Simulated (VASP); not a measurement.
# AlNi3 (I4mm) in VASP: notebook

The runs below take AlNi3 through single point, with PBEsol.

Program: VASP 6.6.1. These are calculated values, not measurements. Logs are shortened: lines on timing, memory, paths and dates and some standing lists are left out, and cuts for length are marked.

### Step 1. The cell of the first run

Symmetry: I4mm, No. 107, tetragonal system. The conventional cell has a = 3.958 Å, b = 3.958 Å, c = 5.597 Å, α = 90.00°, β = 90.00°, γ = 90.00°. Within 3.3 Å of Al (site symmetry 4mm) lie 14 Ni at 2.38 to 3.22 Å. Ni (site symmetry 2mm) has 10 Ni at 2.21 to 2.80 Å and 4 Al at 2.42 Å within 2.9 Å. Within 2.9 Å of Ni (site symmetry 4mm) lie 8 Ni at 2.21 to 2.69 Å and 5 Al at 2.38 to 2.83 Å.

### Step 2. Single point, PBEsol (atom 3 (Ni) moved +0.420 Å towards its neighbour atom 1 (Al) at 2.798 Å)

INCAR reads:

```
SYSTEM = AlNi3
PREC = Accurate ; ENCUT = 520
EDIFF = 1E-6 ; ISMEAR = 0
SIGMA = 0.15 ; LREAL = .FALSE.
LASPH = .TRUE. ; NELM = 80
ALGO = Fast ; ISIF = 2
LWAVE = .FALSE. ; LCHARG = .FALSE.
GGA = PS ; NBANDS = 24
```

KPOINTS reads:

```
regular mesh
0
G
  14 14 14
  0 0 0
```

POSCAR reads:

```
AlNi3
1.0
    0.0000000000      2.7984078565      2.7984078565
    2.7984078565      0.0000000000      2.7984078565
    2.7984078565      2.7984078565      0.0000000000
Al Ni
1 3
Direct
    0.5000000000      0.5000000000      0.5000000000
    0.2500000000      0.2500000000      0.2500000000
   -0.0750426710     -0.0750426710      0.0750426710
    0.7500000000      0.7500000000      0.7500000000
```

Potentials or basis: VASP PAW PBE potentials, release 64 (Al, Ni).

On the command line:

```console
cat potpaw_PBE.64/Al/POTCAR potpaw_PBE.64/Ni/POTCAR > POTCAR
mpirun -np 1 vasp_std > vasp.out
```

OUTCAR:

```text
SYSTEM = AlNi3
   PREC = Accurate
   ENCUT = 520
   EDIFF = 1E-6
   ISMEAR = 0
   LREAL = .FALSE.
   LASPH = .TRUE.
   NELM = 80
   ISIF = 2
   GGA = PS

 ion  position               nearest neighbor table
   1  0.500  0.500  0.500-   3 2.38   2 2.42   2 2.42   2 2.42   2 2.42   4 2.42   4 2.42   4 2.42
                             4 2.42   3 2.83   3 2.83   3 2.83   3 2.83   3 3.22
   2  0.250  0.250  0.250-   3 2.21   3 2.21   1 2.42   1 2.42   1 2.42   1 2.42   3 2.69   3 2.69
                             4 2.80   4 2.80   4 2.80   4 2.80   4 2.80   4 2.80
   3  0.925  0.925  0.075-   4 2.21   4 2.21   2 2.21   2 2.21   1 2.38   4 2.69   4 2.69   2 2.69
                             2 2.69   1 2.83   1 2.83   1 2.83   1 2.83   1 3.22
   4  0.750  0.750  0.750-   3 2.21   3 2.21   1 2.42   1 2.42   1 2.42   1 2.42   3 2.69   3 2.69
                             2 2.80   2 2.80   2 2.80   2 2.80   2 2.80   2 2.80

  LATTYP: Found a face centered cubic cell.
 ALAT       =     5.5968157130

  Lattice vectors:

 A1 = (   0.0000000000,   2.7984078565,   2.7984078565)
 A2 = (   2.7984078565,   0.0000000000,   2.7984078565)
 A3 = (   2.7984078565,   2.7984078565,   0.0000000000)

Analysis of symmetry for initial positions (statically):
=====================================================================
 Subroutine PRICEL returns:
 Original cell was already a primitive cell.

 Routine SETGRP: Setting up the symmetry group for a
 face centered cubic supercell.

 Subroutine GETGRP returns: Found  8 space group operations
 (whereof  8 operations were pure point group operations)
 out of a pool of 48 trial point group operations.

The static configuration has the point symmetry C_4v.

Analysis of symmetry for dynamics (positions and initial velocities):
=====================================================================
 Subroutine PRICEL returns:
 Original cell was already a primitive cell.

 Routine SETGRP: Setting up the symmetry group for a
 face centered cubic supercell.

 Subroutine GETGRP returns: Found  8 space group operations
 (whereof  8 operations were pure point group operations)
 out of a pool of 48 trial point group operations.

The dynamic configuration has the point symmetry C_4v.

 Subroutine INISYM returns: Found  8 space group operations
 (whereof  8 operations are pure point group operations),
 and found     1 'primitive' translations

----------------------------------------------------------------------------------------

                                     Primitive cell

  volume of cell :      43.8291

[... 96 lines left out ...]
   IBRION =     -1    ionic relax: 0-MD 1-quasi-New 2-CG
   NFREE  =      0    steps in history (QN), initial steepest desc. (CG)
   ISIF   =      2    stress and relaxation
   ISYM   =      2    0-nonsym 1-usesym 2-fastsym
   POTIM  = 0.5000    time-step for ionic-motion
   TEBEG  =    0.0;   TEEND  =   0.0 temperature during run
   PSTRESS=    0.0 pullay stress
   NELECT =      33.0000    total number of electrons
   NUPDOWN=      -1.0000    fix difference up-down
   EMIN   =  10.00;   EMAX   =-10.00  energy-range for DOS
   EFERMI =   0.00;   METHOD = LEGACY
   ISMEAR =     0;   SIGMA  =   0.15  broadening in eV -4-tet -1-fermi 0-gaus
   EFERMI_NEDOS =   21; number of points for ismear=-14 and -15
   IALGO  =     68    algorithm
   IMIX   =      4    mixing-type and parameters
     AMIX     =   0.40;   BMIX     =  1.00
     AMIX_MAG =   1.60;   BMIX_MAG =  1.00
  volume/ion in A,a.u.               =      10.96        73.94
  Fermi-wavevector in a.u.,A,eV,Ry     =   1.489333  2.814431 30.179255  2.218113
  Thomas-Fermi vector in A             =   2.602255
   LORBIT       =      0    0 simple, 1 ext, 2 COOP (PROOUT), +10 PAW based schemes
   GGA     = PS    functional components
   LHFCALC =     F    Hartree Fock is set to
   AEXX    =    0.0000 exact exchange contribution
   IVDW    =     0    specifies the selected vdW correction
   LEPSILON=     F    determine dielectric tensor
   LRPA    =     F    only Hartree local field effects (RPA)
 non-spin polarized calculation
 RMM-DIIS sequential band-by-band and
 Gauss-broadening in eV      SIGMA  =   0.15
  energy-cutoff  :      520.00
  volume of cell :       43.83
 maximum number of plane-waves:      1243
 NGX is ok and might be reduce to    30
   NGX = 15   NGY = 15   NGZ = 15

 number of electron      33.0000006 magnetization

 Free energy of the ion-electron system (eV)
  ---------------------------------------------------
  ext. energy  EPLUGINS =         0.00000000
  ---------------------------------------------------
  free energy    TOTEN  =       -23.23496094 eV

  energy without entropy =      -23.19931078  energy(sigma->0) =      -23.21713586

 E-fermi :   9.9150     XC(G=0): -12.9464

 val. band max:        9.9132341301   @ k =   0.3571   0.1429  -0.2143
 cond. band min:       9.9179355056   @ k =   0.5000   0.2143  -0.2857
 fundamental gap:      0.0047013755
 Fermi energy:         9.9150119403

 k-point     1 :       0.0000    0.0000    0.0000
  band No.  band energies     occupation
      1      -0.3786      2.00000
      2       5.9650      2.00000
      3       6.0427      2.00000
      4       6.2970      2.00000
      5       6.2970      2.00000
      6       6.6717      2.00000
[... 637 lines left out ...]
     23      18.1814      0.00000
     24      21.3201      0.00000

 [... further k-points ...]

------------------------ aborting loop because EDIFF is reached ----------------------------------------

  FORCE on cell =-STRESS in cart. coord.  units (eV):
  Direction    XX          YY          ZZ          XY          YZ          ZX
  --------------------------------------------------------------------------------------
  -------------------------------------------------------------------------------------
  Total        3.4237599      3.4237599      2.0749333      0.0000000     -0.0000000      0.0000000
  in kB      125.1557632    125.1557632     75.8493193      0.0000000     -0.0000000      0.0000000
  external PRESSURE =     108.7202819 kB  Pullay stress =       0.0000000 kB

 VOLUME and BASIS-vectors are now :
 -----------------------------------------------------------------------------
  energy-cutoff  :      520.00
  volume of cell :       43.83
      direct lattice vectors                 reciprocal lattice vectors
     0.000000000  2.798407856  2.798407856    -0.178673026  0.178673026  0.178673026
     2.798407856  0.000000000  2.798407856     0.178673026 -0.178673026  0.178673026
     2.798407856  2.798407856  0.000000000     0.178673026  0.178673026 -0.178673026

 POSITION                                       TOTAL-FORCE (eV/Angst)
 -----------------------------------------------------------------------------------
      2.79841      2.79841      2.79841         0.000000      0.000000     -1.015675
      1.39920      1.39920      1.39920         0.000000      0.000000     -1.598770
      2.79841      2.79841      5.17682         0.000000      0.000000      4.213215
      4.19761      4.19761      4.19761        -0.000000     -0.000000     -1.598770
 -----------------------------------------------------------------------------------
    total drift:                                0.000007      0.000007      0.000527

  FREE ENERGIE OF THE ION-ELECTRON SYSTEM (eV)
  ---------------------------------------------------
  free  energy   TOTEN  =       -23.2349609399 eV

  energy  without entropy=      -23.1993107822  energy(sigma->0) =      -23.21713586
```

It took 10 min on 1 thread of Intel Xeon 8259CL, shared host; peak memory 0.34 GiB.

What came out:

- Free energy: -23.2350 eV
- Pressure: 10.9 GPa
- Largest force: 4.213 eV/Å
- Band gap on the k mesh: zero (an odd number of electrons rules out a gap without spin polarisation)

Forces in eV/Å, atoms in the order of the input:
```
Al   0.000  0.000 -1.016
Ni   0.000  0.000 -1.599
Ni   0.000  0.000  4.213
Ni   0.000  0.000 -1.599
```

Stress tensor (GPa, compression positive):
```
12.52  0.00  0.00
 0.00 12.52  0.00
 0.00  0.00  7.58
```

Levels at points of the mesh, in eV from the Fermi level:
| k point | band 13 | band 14 | band 15 | band 16 | band 17 | band 18 | band 19 | band 20 |
| --- | --- | --- | --- | --- | --- | --- | --- | --- |
| (0.00, 0.00, 0.00) | -0.81 | -0.63 | -0.60 | -0.43 | 4.77 | 4.77 | 5.05 | 5.99 |
| (0.50, 0.00, 0.00) | -1.03 | -0.85 | -0.47 | -0.32 | -0.10 | 4.01 | 4.09 | 4.89 |
| (0.50, 0.50, 0.00) | -1.01 | -1.01 | -0.95 | -0.95 | -0.67 | -0.49 | 0.06 | 4.28 |
| (0.00, 0.50, 0.50) | -0.85 | -0.68 | -0.22 | -0.22 | -0.17 | -0.14 | -0.07 | 3.95 |

Caveat: the cell differs from its parent crystal (atom 3 (Ni) moved +0.420 Å towards its neighbour atom 1 (Al) at 2.798 Å); the cell stands under pressure; the PAW data sets were made with another functional, which shifts forces and pressure a little.

### Step 3. Single point, PBEsol (atom 3 (Ni) moved +0.300 Å towards its neighbour atom 1 (Al) at 2.798 Å)

INCAR reads:

```
SYSTEM = AlNi3
PREC = Accurate
ENCUT = 520
EDIFF = 1E-6
ISMEAR = 0
SIGMA = 0.15
LREAL = .False.
LASPH = .True.
NELM = 80
ALGO = Fast
ISIF = 2
LWAVE = .False.
LCHARG = .False.
GGA = PS
NBANDS = 24
```

KPOINTS reads:

```
Automatic mesh
0
Gamma
  14 14 14
  0 0 0
```

POSCAR: that of step 2 with these lines changed.

```diff
@@ -10,3 +10,3 @@
     0.2500000000      0.2500000000      0.2500000000
-   -0.0750426710     -0.0750426710      0.0750426710
+   -0.0536019078     -0.0536019078      0.0536019078
     0.7500000000      0.7500000000      0.7500000000
```

Potentials or basis: VASP PAW PBE potentials, release 64 (Al, Ni).

On the command line:

```console
cat potpaw_PBE.64/Al/POTCAR potpaw_PBE.64/Ni/POTCAR > POTCAR
mpirun -np 1 vasp_std > vasp.out
```

Run time: 9 min. Hardware: 1 thread of Intel Xeon 8259CL, shared host; peak memory 0.34 GiB.

Results (log left out):

| Property | Result |
| --- | --- |
| Free energy | -23.6615 eV |
| Pressure | 5.7 GPa |
| Largest force | 2.907 eV/Å |
| Band gap on the k mesh | zero (an odd number of electrons rules out a gap without spin polarisation) |

Forces in eV/Å, atoms in the order of the input:
```
Al   0.000  0.000 -0.587
Ni   0.000  0.000 -1.160
Ni   0.000  0.000  2.907
Ni   0.000  0.000 -1.160
```

Stress tensor (GPa, compression positive):
```
6.49 0.00 0.00
0.00 6.49 0.00
0.00 0.00 4.02
```

Levels at points of the mesh, in eV from the Fermi level:
```
           k point  band 13  band 14  band 15  band 16  band 17  band 18  band 19  band 20
(0.00, 0.00, 0.00)    -0.88    -0.61    -0.59    -0.48     5.03     5.03     5.22     5.98
(0.50, 0.00, 0.00)    -0.85    -0.73    -0.52    -0.38    -0.13     4.11     4.19     4.86
(0.50, 0.50, 0.00)    -1.19    -0.78    -0.68    -0.68    -0.64    -0.58     0.07     4.27
(0.00, 0.50, 0.50)    -1.03    -0.65    -0.40    -0.27    -0.27    -0.26    -0.07     4.09
```

Caveat: the cell differs from its parent crystal (atom 3 (Ni) moved +0.300 Å towards its neighbour atom 1 (Al) at 2.798 Å); the cell stands under pressure; the PAW data sets were made with another functional, which shifts forces and pressure a little.

(Part 1 of 2 ends here.)
